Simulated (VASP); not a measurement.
# Mg33S32 (a cell with a defect) in VASP: relaxation of the atoms with PBEsol

Aim: the relaxation of the atoms of Mg33S32 (a cell with a defect) with PBEsol.

All numbers are computed with VASP 6.6.1; they aren't measurements. Logs are shortened: lines on timing, memory, paths and dates and some standing lists are left out, and cuts for length are marked.

## 1. The cell of the first run

The cell holds a defect, 65 atoms: a = 10.364 Å, b = 10.364 Å, c = 10.364 Å, α = 90.00°, β = 90.00°, γ = 90.00°.

## 2. Relaxation of the atoms, PBEsol, collinear spin

Contents of INCAR:

```
SYSTEM = Mg33S32
PREC = Accurate
ENCUT = 450
EDIFF = 1E-7
ISMEAR = -1
SIGMA = 0.05
LREAL = Auto
LASPH = .True.
NELM = 200
ALGO = Normal
ISIF = 2
LWAVE = .False.
LCHARG = .False.
ISPIN = 2
MAGMOM = 0 0 0 0.111 0 0 0 0 0 0 0 0 0 0.111 0 0 0 0 0 0 0 0 0.111 0 0.111 0 0 0 0 0 0 0 0 0 0 0 0 0 0 0.111 0 0.111 0 0 0 0 0 0 0 0 0.111 0 0 0 0 0 0 0 0 0 0.111 0 0 0 0.111
LORBIT = 11
NUPDOWN = 1.0
GGA = PS
IBRION = 2
NSW = 100
EDIFFG = -0.03
NELECT = 259.0
ISYM = -1
GGA_COMPAT = .False.
NELMIN = 4
KPAR = 1
```

Contents of KPOINTS:

```
explicit points
1
Reciprocal
  0.25000000   0.25000000   0.25000000 1
```

Contents of POSCAR:

```
Mg33S32
1.0
   10.3639610000      0.0000000000      0.0000000000
    0.0000000000     10.3639610000      0.0000000000
    0.0000000000      0.0000000000     10.3639610000
S Mg
32 33
Direct
    0.2504370000      0.9983480000      0.9994440000
    0.2518330000      0.9995760000      0.4990360000
    0.2524360000      0.5008670000      0.0025900000
    0.2513610000      0.5002710000      0.4993950000
    0.7493750000      0.0003140000      0.9996450000
    0.7473830000      0.0007040000      0.5002340000
    0.7505950000      0.5005380000      0.9983060000
    0.7476280000      0.5012900000      0.4975200000
    0.0005690000      0.2478770000      0.0020300000
    0.9994960000      0.2480190000      0.4959330000
    0.9999370000      0.7509520000      0.9989900000
    0.0013050000      0.7515150000      0.5015340000
    0.5031170000      0.2503060000      0.9989640000
    0.5013700000      0.2519830000      0.5004260000
    0.5016710000      0.7494140000      0.0026520000
    0.4966940000      0.7543650000      0.5019880000
    0.0026800000      0.9991250000      0.2526470000
    0.0001460000      0.9952280000      0.7503300000
    0.0004780000      0.4989690000      0.2487670000
    0.9990100000      0.4963780000      0.7535280000
    0.5032890000      0.0035950000      0.2510690000
    0.5014910000      0.0016090000      0.7508110000
    0.4998930000      0.5005050000      0.2491730000
    0.4998200000      0.5012560000      0.7467220000
    0.2485750000      0.2495420000      0.2476110000
    0.2482500000      0.2495570000      0.7498480000
    0.2479090000      0.7507540000      0.2478140000
    0.2549930000      0.7489270000      0.7529800000
    0.7486640000      0.2481770000      0.2497820000
    0.7486090000      0.2515080000      0.7501540000
    0.7484890000      0.7515090000      0.2487900000
    0.7501660000      0.7488610000      0.7498200000
    0.9979380000      0.0004350000      0.0012500000
    0.9999160000      0.0001320000      0.4983330000
    0.0009500000      0.5031710000      0.0010240000
    0.0006060000      0.5001780000      0.5000150000
    0.5006470000      0.0027660000      0.0023420000
    0.4993770000      0.9984140000      0.4997640000
    0.5017800000      0.4988760000      0.9953310000
    0.5009180000      0.5009440000      0.5004950000
    0.2500430000      0.2521020000      0.0013430000
    0.2495130000      0.2483560000      0.4990160000
    0.2520800000      0.7521150000      0.9982670000
    0.2503740000      0.7481880000      0.5005760000
    0.7486740000      0.2521930000      0.0004850000
    0.7463730000      0.2515670000      0.5000670000
    0.7467710000      0.7506390000      0.0007970000
    0.7519190000      0.7482850000      0.5001670000
    0.2474500000      0.9992460000      0.2509410000
    0.2509720000      0.0010640000      0.7492080000
    0.2523830000      0.4995850000      0.2471340000
    0.2470470000      0.4989570000      0.7505600000
    0.7497090000      0.0028060000      0.2492550000
    0.7540250000      0.9992430000      0.7487380000
    0.7508180000      0.4983060000      0.2486280000
    0.7529000000      0.5021360000      0.7488670000
    0.0030910000      0.2484720000      0.2511120000
    0.9982400000      0.2492300000      0.7486080000
    0.0000730000      0.7514450000      0.2492040000
    0.0016290000      0.7506350000      0.7477210000
    0.5030640000      0.2509680000      0.2477270000
    0.4975180000      0.2494370000      0.7490030000
    0.5041180000      0.7506530000      0.2491280000
    0.4990120000      0.7515620000      0.7509980000
    0.3751770000      0.3770720000      0.3769140000
```

Potentials or basis: VASP PAW PBE potentials, release 64 (S, Mg).

Command:

```sh
> cat potpaw_PBE.64/S/POTCAR potpaw_PBE.64/Mg/POTCAR > POTCAR
> mpirun -np 8 vasp_std > vasp.out
```

OUTCAR:

```text
SYSTEM = Mg33S32
   PREC = Accurate
   ENCUT = 450
   EDIFF = 1E-7
   ISMEAR = -1
   LREAL = Auto
   LASPH = .True.
   NELM = 200
   ISIF = 2
   ISPIN = 2
   LORBIT = 11
   NUPDOWN = 1.0
   GGA = PS
   IBRION = 2
   NSW = 100
   EDIFFG = -0.03
   NELECT = 259.0
   ISYM = -1
   NELMIN = 4

 ion  position               nearest neighbor table
   1  0.250  0.998  0.999-  43 2.55  50 2.59  37 2.59  49 2.61  33 2.62  41 2.63
   2  0.252  1.000  0.499-  38 2.57  49 2.57  42 2.58  50 2.59  44 2.61  34 2.61
   3  0.252  0.501  0.003-  51 2.53  41 2.58  39 2.59  43 2.60  35 2.61  52 2.61
   4  0.251  0.500  0.499-  65 2.21  44 2.57  40 2.59  36 2.60  52 2.60  42 2.61  51 2.61
   5  0.749  0.000  1.000-  33 2.58  37 2.58  53 2.59  47 2.59  54 2.60  45 2.61
   6  0.747  0.001  0.500-  38 2.57  54 2.58  46 2.60  53 2.60  48 2.62  34 2.62
   7  0.751  0.501  0.998-  45 2.57  39 2.58  56 2.59  47 2.59  55 2.59  35 2.59
   8  0.748  0.501  0.498-  40 2.56  48 2.56  55 2.58  46 2.59  56 2.61  36 2.62
   9  0.001  0.248  0.002-  33 2.56  57 2.58  41 2.59  45 2.61  58 2.63  35 2.65
  10  0.999  0.248  0.496-  57 2.54  34 2.57  42 2.59  36 2.61  58 2.62  46 2.62
  11  1.000  0.751  0.999-  35 2.57  33 2.59  59 2.59  60 2.60  43 2.61  47 2.62
  12  0.001  0.752  0.502-  60 2.55  34 2.58  44 2.58  48 2.58  36 2.60  59 2.62
  13  0.503  0.250  0.999-  45 2.55  37 2.57  39 2.58  61 2.58  62 2.59  41 2.62
  14  0.501  0.252  0.500-  65 2.24  46 2.54  62 2.58  40 2.58  42 2.61  61 2.62  38 2.63
  15  0.502  0.749  0.003-  47 2.54  63 2.55  43 2.59  39 2.60  64 2.61  37 2.63
  16  0.497  0.754  0.502-  38 2.53  44 2.55  64 2.58  63 2.62  40 2.63  48 2.65
  17  0.003  0.999  0.253-  49 2.54  34 2.55  59 2.57  57 2.58  33 2.61  53 2.62
[... 55 lines left out ...]
  53  0.750  0.003  0.249-  29 2.54  21 2.55   5 2.59   6 2.60  31 2.60  17 2.62  61 3.63  37 3.63
                            33 3.64  63 3.65  45 3.65
  54  0.754  0.999  0.749-  18 2.55   6 2.58  32 2.60   5 2.60  30 2.62  22 2.62  58 3.62  60 3.64
                            34 3.64  33 3.64
  55  0.751  0.498  0.249-   8 2.58  19 2.59  29 2.59   7 2.59  23 2.60  31 2.62  45 3.62  61 3.63
                            35 3.65  46 3.65  63 3.66
  56  0.753  0.502  0.749-  20 2.55  32 2.56   7 2.59  30 2.60   8 2.61  24 2.62  48 3.63  36 3.64
                            60 3.64  39 3.65  58 3.65
  57  0.003  0.248  0.251-  10 2.54  25 2.54   9 2.58  17 2.58  19 2.60  29 2.64  49 3.62  42 3.62
                            34 3.63  41 3.64  33 3.65
  58  0.998  0.249  0.749-  20 2.56  30 2.59  26 2.59  10 2.62   9 2.63  18 2.63  54 3.62  56 3.65
                            52 3.65
  59  0.000  0.751  0.249-  17 2.57  27 2.57  11 2.59  31 2.61  12 2.62  19 2.62  49 3.63  35 3.64
                            33 3.64  34 3.65
  60  0.002  0.751  0.748-  18 2.54  12 2.55  11 2.60  32 2.61  28 2.63  20 2.64  44 3.63  54 3.64
                            52 3.64  56 3.64  48 3.64  36 3.65  34 3.66
  61  0.503  0.251  0.248-  65 2.29  29 2.55  21 2.56  13 2.58  23 2.59  14 2.62  25 2.64  45 3.61
                            37 3.62  53 3.63  55 3.63  46 3.63
  62  0.498  0.249  0.749-  22 2.57  14 2.58  26 2.58  13 2.59  30 2.60  24 2.61  50 3.63  39 3.63
                            46 3.65  42 3.65
  63  0.504  0.751  0.249-  31 2.53  15 2.55  23 2.59  21 2.62  16 2.62  27 2.66  47 3.60  53 3.65
                            38 3.65  48 3.66  37 3.66  55 3.66
  64  0.499  0.752  0.751-  28 2.53  16 2.58  22 2.59  24 2.59  32 2.60  15 2.61  43 3.62  39 3.64
                            50 3.65  47 3.65  38 3.65  44 3.66
  65  0.375  0.377  0.377-   4 2.21  40 2.23  14 2.24  51 2.25  23 2.25  42 2.25  61 2.29  25 2.29

IMPORTANT INFORMATION: All symmetrisations will be switched off!
NOSYMM: (Re-)initialisation of all symmetry stuff for point group C_1.

----------------------------------------------------------------------------------------

                                     Primitive cell

  volume of cell :    1113.2105

  direct lattice vectors                    reciprocal lattice vectors
    10.363961000  0.000000000  0.000000000     0.096488206  0.000000000  0.000000000
     0.000000000 10.363961000  0.000000000     0.000000000  0.096488206  0.000000000
     0.000000000  0.000000000 10.363961000     0.000000000  0.000000000  0.096488206

  length of vectors
    10.363961000 10.363961000 10.363961000     0.096488206  0.096488206  0.096488206

  position of ions in fractional coordinates (direct lattice)
     0.250437000  0.998348000  0.999444000
     0.251833000  0.999576000  0.499036000
     0.252436000  0.500867000  0.002590000
     0.251361000  0.500271000  0.499395000
[... 186 lines left out ...]
   AEXX    =    0.0000 exact exchange contribution
   IVDW    =     0    specifies the selected vdW correction
   LEPSILON=     F    determine dielectric tensor
   LRPA    =     F    only Hartree local field effects (RPA)
 conjugate gradient relaxation of ions
 spin polarized calculation
  energy-cutoff  :      450.00
  volume of cell :     1113.21
 maximum number of plane-waves:     24159
 NGX is ok and might be reduce to    72
   NGX = 35   NGY = 35   NGZ = 35

--------------------------------------- Ionic step        1  -------------------------------------------

 number of electron     258.9999990 magnetization       1.0000000

 Free energy of the ion-electron system (eV)
  ---------------------------------------------------
  ext. energy  EPLUGINS =         0.00000000
  ---------------------------------------------------
  free energy    TOTEN  =      -276.66174866 eV

  energy without entropy =     -276.47137987  energy(sigma->0) =     -276.56656426

------------------------ aborting loop because EDIFF is reached ----------------------------------------

  FORCE on cell =-STRESS in cart. coord.  units (eV):
  Direction    XX          YY          ZZ          XY          YZ          ZX
  --------------------------------------------------------------------------------------
  -------------------------------------------------------------------------------------
  Total       29.5596648     29.0660615     29.3332832     -4.7675163     -4.9644218     -5.0217766
  in kB       42.5434570     41.8330433     42.2176395     -6.8616010     -7.1449952     -7.2275427
  external PRESSURE =      42.1980466 kB  Pullay stress =       0.0000000 kB
[... 278 lines left out ...]
  FREE ENERGIE OF THE ION-ELECTRON SYSTEM (eV)
  ---------------------------------------------------
  free  energy   TOTEN  =      -279.6201404289 eV

  energy  without entropy=     -279.4295395343  energy(sigma->0) =     -279.52483998

[... ionic steps 4 to 13 ...]

--------------------------------------- Ionic step       14  -------------------------------------------

 number of electron     258.9999960 magnetization       1.0000000

------------------------ aborting loop because EDIFF is reached ----------------------------------------
[... 193 lines left out ...]
--------------------------------------- Ionic step       16  -------------------------------------------

 number of electron     258.9999961 magnetization       1.0000000

 Free energy of the ion-electron system (eV)
  ---------------------------------------------------
  ext. energy  EPLUGINS =         0.00000000
  ---------------------------------------------------
  free energy    TOTEN  =      -280.11061724 eV

  energy without entropy =     -279.92820193  energy(sigma->0) =     -280.01940958

 E-fermi :   6.9815     XC(G=0):  -9.9585

 val. band max:        6.9512098095   @ k =   0.2500   0.2500   0.2500
 cond. band min:       7.0049491407   @ k =   0.2500   0.2500   0.2500
 fundamental gap:      0.0537393312
 Fermi energy:         6.9644955992

 spin component 1

 k-point     1 :       0.2500    0.2500    0.2500
  band No.  band energies     occupation
      1      -8.8192      1.00000
      2      -8.4453      1.00000
      3      -8.4452      1.00000
      4      -8.4155      1.00000
      5      -8.1138      1.00000
      6      -8.1136      1.00000
[... 133 lines left out ...]
    140       8.5129      0.00000
    141       8.5172      0.00000
 Fermi energy:         6.9814755129

 spin component 2

 k-point     1 :       0.2500    0.2500    0.2500
  band No.  band energies     occupation
      1      -8.8085      1.00000
      2      -8.4373      1.00000
      3      -8.4372      1.00000
      4      -8.4034      1.00000
      5      -8.1068      1.00000
      6      -8.1066      1.00000
[... 133 lines left out ...]
    140       8.5291      0.00000
    141       8.5475      0.00000
 [bands above 141 left out]

------------------------ aborting loop because EDIFF is reached ----------------------------------------

  FORCE on cell =-STRESS in cart. coord.  units (eV):
  Direction    XX          YY          ZZ          XY          YZ          ZX
  --------------------------------------------------------------------------------------
  -------------------------------------------------------------------------------------
  Total       27.5370300     27.5304917     27.5174679     -4.8268433     -4.8084999     -4.8120386
  in kB       39.6323997     39.6229896     39.6042452     -6.9469868     -6.9205863     -6.9256792
  external PRESSURE =      39.6198782 kB  Pullay stress =       0.0000000 kB
[... 80 lines left out ...]
  FREE ENERGIE OF THE ION-ELECTRON SYSTEM (eV)
  ---------------------------------------------------
  free  energy   TOTEN  =      -280.1106172351 eV

  energy  without entropy=     -279.9282019333  energy(sigma->0) =     -280.01940958

 reached required accuracy - stopping structural energy minimisation

 total charge

# of ion       s       p       d       tot
------------------------------------------
    1        1.310   2.487   0.000   3.797
    2        1.311   2.493   0.000   3.803
    3        1.311   2.493   0.000   3.803
    4        1.316   2.461   0.000   3.777
    5        1.310   2.482   0.000   3.792
    6        1.310   2.487   0.000   3.798
[... 57 lines left out ...]
   64        0.152   0.133   0.042   0.327
   65        0.201   0.236   0.076   0.513
--------------------------------------------------
tot         47.238  84.098   1.420 132.756

 magnetization (x)

# of ion       s       p       d       tot
------------------------------------------
    1        0.000  -0.000   0.000  -0.000
    2        0.000  -0.001   0.000  -0.001
    3        0.000  -0.001   0.000  -0.001
    4        0.002  -0.002   0.000  -0.001
    5        0.000  -0.001   0.000  -0.000
    6        0.001  -0.001   0.000  -0.001
[... 57 lines left out ...]
   64        0.003   0.000   0.000   0.003
   65        0.003   0.011   0.006   0.020
--------------------------------------------------
tot          0.238   0.025   0.012   0.276
```

Wall time 34 min (8 MPI ranks of Intel Xeon Platinum 8259CL at 2.50GHz (Skylake/Cascade Lake), shared host); peak memory 0.33 GiB.

Results:

| Quantity | Value |
| --- | --- |
| Free energy | -280.1106 eV |
| Energy gained by relaxing | 53.1 meV/atom |
| Ionic steps | 16 |
| Largest force after relaxing | 0.025 eV/Å |
| Net moment | 1.00 μB per cell |
| Site moments | S -0.00, +0.00 (each value once); Mg +0.01, +0.02, +0.05, +0.00 (each value once) μB |
| Valence electrons inside the program's atomic spheres | S 3.80, 3.78, 3.79, 3.77 (each value once); Mg 0.32, 0.33, 0.34, 0.39, 0.38, 0.51 (each value once) |

Forces on the atoms (eV/Å):
```
S   -0.002  0.002 -0.001
S    0.000 -0.002 -0.002
S   -0.003  0.000  0.001
S   -0.010 -0.002  0.001
S    0.003 -0.002 -0.003
S    0.002 -0.001  0.000
S    0.002  0.000 -0.003
S    0.004 -0.003 -0.002
S    0.002  0.001  0.001
S    0.002  0.002 -0.001
S   -0.004  0.004 -0.003
S   -0.002  0.003 -0.001
S   -0.001 -0.005  0.001
S    0.002 -0.018  0.005
S   -0.001  0.001 -0.001
S   -0.003  0.001 -0.005
S    0.000  0.001 -0.001
S   -0.002 -0.002  0.003
S   -0.003  0.001  0.000
S   -0.002  0.001  0.002
S   -0.001 -0.006 -0.003
S    0.002 -0.001  0.000
S    0.003  0.003 -0.019
S   -0.004 -0.004  0.002
S    0.015  0.014  0.014
S    0.000  0.001 -0.002
S   -0.001  0.001 -0.001
S    0.000  0.003  0.000
S   -0.001  0.000  0.003
S    0.001 -0.001  0.000
S   -0.001  0.001 -0.002
S    0.001  0.002  0.000
Mg  -0.002 -0.001 -0.001
Mg   0.003  0.005  0.003
Mg   0.003  0.005  0.006
Mg  -0.003  0.004  0.004
Mg   0.002  0.002  0.003
Mg   0.002 -0.005  0.002
Mg   0.002 -0.003 -0.004
Mg   0.009  0.006  0.012
Mg  -0.002 -0.002 -0.001
Mg   0.007  0.008 -0.009
Mg  -0.005 -0.002  0.004
Mg  -0.005  0.002  0.001
Mg  -0.001 -0.005  0.005
Mg   0.002 -0.004  0.006
Mg  -0.002 -0.001  0.000
Mg  -0.003 -0.003  0.002
Mg  -0.003 -0.001 -0.004
Mg  -0.001  0.005 -0.003
Mg   0.002 -0.011  0.007
Mg  -0.006  0.004  0.001
Mg  -0.004  0.002 -0.004
Mg   0.003 -0.002 -0.002
Mg  -0.002  0.000 -0.003
Mg  -0.002  0.003 -0.001
Mg   0.001 -0.001 -0.003
Mg   0.003 -0.003 -0.003
Mg   0.002 -0.002 -0.006
Mg  -0.001  0.001  0.000
Mg  -0.008  0.001  0.003
Mg   0.003 -0.005  0.001
Mg   0.002  0.000 -0.003
Mg   0.001 -0.002 -0.003
Mg   0.001  0.009  0.005
```

The path:
```tsv
step	energy change (eV)	largest force (eV/Å)	pressure (GPa)
1	0.0000	4.3213	4.22
2	-2.4911	1.6235	3.88
3	-2.9584	1.0694	4.00
4	-3.2753	0.3349	3.92
5	-3.3400	0.6949	3.91
6	-3.4111	0.1665	3.91
7	-3.4172	0.1739	3.92
8	-3.4361	0.1117	3.94
9	-3.4403	0.0917	3.96
10	-3.4445	0.0450	3.96
11	-3.4451	0.0846	3.96
12	-3.4469	0.0402	3.96
13	-3.4470	0.0793	3.96
14	-3.4482	0.0468	3.96
15	-3.4484	0.0311	3.96
16	-3.4489	0.0249	3.96
```

Caveat: the cell carries a net charge on a neutralising background, which shifts energy and pressure; the cell is charged against a uniform background, so pressure and absolute levels hang on convention; the PAW data sets were made with another functional, which shifts forces and pressure a little; the total moment is fixed, so each spin has its own Fermi level and the state may be an excited one.
